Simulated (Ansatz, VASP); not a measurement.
**Rb: VASP beside Ansatz**

```
Rb
1.0
    -2.86888    2.86888    2.86888
     2.86888   -2.86888    2.86888
     2.86888    2.86888   -2.86888
Rb
1
Direct
  0.00000 0.00000 0.00000
```

Alike in both runs: task single point; functional HSE06; k mesh 6 × 6 × 6; occupations gaussian, width 0.05 eV; no spin polarisation.

|  | VASP | Ansatz |
| --- | --- | --- |
| version | VASP 6.6.1 | Ansatz 0.2.0 |
| potentials or method | VASP PAW PBE potentials, release 64 (Rb_sv), cutoff 400 eV | scalar-relativistic, plane waves, PAW |
| valence electrons in the cell | 9 | 9 |

|  | VASP | Ansatz | Ansatz less VASP |
| --- | --- | --- | --- |
| gap on the k mesh at the Fermi level (eV) | none | none | - |
| pressure (GPa) | 0.0 | 0.0 | +0.01 |

A gap of «none» marks a metal or a gap that the smearing closes. Ansatz's warnings: filled band counts differ across k points, stress exchange threshold loose, stress scf threshold loose.
